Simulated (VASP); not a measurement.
Input of a VASP 6.6.1 run:

INCAR

```
PREC     = Accurate       # precision mode
ENCUT    = 520            # plane-wave cutoff, eV
EDIFF    = 1E-8           # SCF threshold, eV
ISMEAR   = -1             # smearing method
SIGMA    = 0.01           # smearing width, eV
LREAL    = F              # projectors in reciprocal space
LASPH    = T              # aspherical terms in the spheres
NELM     = 60             # most SCF steps
ALGO     = Normal         # electronic algorithm
ISIF     = 2              # what is computed and relaxed
LWAVE    = F              # write WAVECAR
LCHARG   = F              # write CHGCAR
LEFG     = T            
NBANDS   = 11             # bands
```

Contents of KPOINTS:

```
regular mesh
0
Gamma
  8 8 8
```

The input POSCAR:

```
MgS
1.0
   -0.0520330000      2.5756335000      2.5756335000
    2.5756335000     -0.0520330000      2.5756335000
    2.5756335000      2.5756335000     -0.0520330000
Mg S
1 1
Direct
    0.0000000000      0.0000000000      0.0000000000
    0.5000000000      0.5000000000      0.5000000000
```

Potentials or basis: VASP PAW LDA potentials, release 64 (Mg, S).

Command:

```sh
$ cat potpaw_LDA.64/Mg/POTCAR potpaw_LDA.64/S/POTCAR > POTCAR
$ mpirun -np 1 vasp_std > vasp.out
```

What does it give for the band gap on the k mesh?

2.37 eV, indirect (least direct gap 3.30 eV).

Predict the pressure.

-3.8 GPa.

Stress tensor (GPa, compression positive):
```
-3.82  1.06  1.06
 1.06 -3.82  1.06
 1.06  1.06 -3.82
```

Caveat: the cell differs from its parent crystal (equal xy, yz and zx shear strains of -2 %); without QUAD_EFG the Cq values of the log hold for a quadrupole moment of 1 mb, not for the nuclei. A k mesh can miss the band edges.
